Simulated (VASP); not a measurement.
Input of a VASP 6.6.1 run:

INCAR

```
SYSTEM = BeTe
PREC = Accurate
ENCUT = 600
EDIFF = 1E-6
ISMEAR = -1
SIGMA = 0.05
LREAL = .FALSE.
LASPH = .TRUE.
NELM = 100
ALGO = Normal
ISIF = 3
LWAVE = .FALSE.
LCHARG = .FALSE.
IBRION = 2
NSW = 80
EDIFFG = -0.02
PSTRESS = 50.0
```

Contents of KPOINTS:

```
regular mesh
0
G
  8 8 8
  0 0 0
```

File POSCAR:

```
BeTe
1.0
    0.0000000000      2.7700000000      2.7700000000
    2.7700000000      0.0000000000      2.7700000000
    2.7700000000      2.7700000000      0.0000000000
Te Be
1 1
Direct
    0.7500000000      0.7500000000      0.7500000000
    0.0000000000      0.0000000000      0.0000000000
```

Potentials or basis: VASP PAW LDA potentials, release 64 (Te, Be).

Run with:

```console
$ cat potpaw_LDA.64/Te/POTCAR potpaw_LDA.64/Be/POTCAR > POTCAR
$ mpirun -np 1 vasp_std > vasp.out
```

Question: What does it give for the space group after relaxing (to 0.05 Å)?

Answer: F-43m (No. 216).

Question: Estimate the relaxed cell.

Answer: a = 3.844 Å, b = 3.844 Å, c = 3.844 Å, α = 60.00°, β = 60.00°, γ = 60.00°.

Question: Predict the band gap on the k mesh.

Answer: 1.60 eV, indirect (least direct gap 3.48 eV).

Final structure:
```yaml
crystal:
  lattice:
    - [0.00000, 2.71847, 2.71847]
    - [2.71847, 0.00000, 2.71847]
    - [2.71847, 2.71847, 0.00000]
  atoms:
    - { symbol: Te, position: [0.75000, 0.75000, 0.75000] }
    - { symbol: Be, position: [0.00000, 0.00000, 0.00000] }
```

Caveat: the cell is relaxed towards a set pressure, so the enthalpy falls and the energy may rise; spin-orbit coupling is left out, which moves the levels of the heavy elements. Zero-point motion and thermal expansion aren't in these numbers.
